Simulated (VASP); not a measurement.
Write the native input for VASP 6.6.1 that does the following.

| Quantity | Value |
| --- | --- |
| Task | relaxation of cell and atoms |
| Functional | r2SCAN |
| Potentials or basis | VASP PAW PBE potentials, release 64 (B, N) |
| Cutoff | 600 eV |
| k mesh | 9 × 9 × 6 |
| Occupations | gaussian, width 0.1 eV |
| Spin | no spin polarisation |
| Dipole correction | no |
| Further INCAR settings | ALGO = Normal; EDIFF = 1e-06; IBRION = 2; EDIFFG = -0.05; NSW = 100; ISIF = 3 |

The system is BN (ref).

```
B N
1.0
     2.55000    0.00000    0.00000
    -1.27500    2.20836    0.00000
     0.00000    0.00000    4.21000
B N
2 2
Direct
  0.33333 0.66667 0.00000
  0.66667 0.33333 0.50000
  0.33333 0.66667 0.50000
  0.66667 0.33333 0.00000
```

The input as run:

POSCAR

```
BN
1.0
    2.5500000000      0.0000000000      0.0000000000
   -1.2750000000      2.2083647797      0.0000000000
    0.0000000000      0.0000000000      4.2100000000
B N
2 2
Direct
    0.3333333333      0.6666666667      0.0000000000
    0.6666666667      0.3333333333      0.5000000000
    0.3333333333      0.6666666667      0.5000000000
    0.6666666667      0.3333333333      1.0000000000
```

INCAR.step1

```
PREC = Accurate
ENCUT = 600
ISMEAR = 0
SIGMA = 0.1
LREAL = False
LASPH = True
NELM = 100
GGA = PE
ALGO = Normal
EDIFF = 1E-4
LWAVE = True
LCHARG = False
```

INCAR.step2

```
PREC = Accurate
ENCUT = 600
EDIFF = 1E-6
ISMEAR = 0
SIGMA = 0.1
LREAL = False
LASPH = True
NELM = 100
ALGO = Normal
ISIF = 3
LWAVE = False
LCHARG = False
METAGGA = R2SCAN
LMIXTAU = True
IBRION = 2
NSW = 100
EDIFFG = -0.05
ISTART = 1
```

KPOINTS

```
regular mesh
0
Gamma
  9 9 6
```

Potentials or basis: VASP PAW PBE potentials, release 64 (B, N).

The run is started by

```sh
$ cat potpaw_PBE.64/B/POTCAR potpaw_PBE.64/N/POTCAR > POTCAR
$ cp INCAR.step1 INCAR
$ mpirun -np 1 vasp_std > vasp.out
$ cp INCAR.step2 INCAR
$ mpirun -np 1 vasp_std > vasp.out
```

Results of the run:

The relaxed volume is 7.83 Å³/atom and the relaxed cell is a = 2.502 Å, b = 2.502 Å, c = 5.778 Å, α = 90.00°, β = 90.00°, γ = 120.00°. The space group after relaxing (to 0.05 Å) is P6_3/mmc (No. 194), the energy gained by relaxing is 469.3 meV/atom and the ionic steps are 9. The pressure after relaxing is -0.2 GPa. The band gap on the k mesh is 4.83 eV, indirect (least direct gap 5.05 eV).

Caveat: the volume moved by over 15 % at a fixed basis, so the end points are rough; the PAW data sets were made with another functional, which shifts forces and pressure a little.

Run time: 9.4 min on 1 thread of Intel(R) Xeon(R) Platinum 8259CL CPU @ 2.50GHz (Skylake/Cascade Lake), with other jobs on the host, peak memory 0.15 GiB.
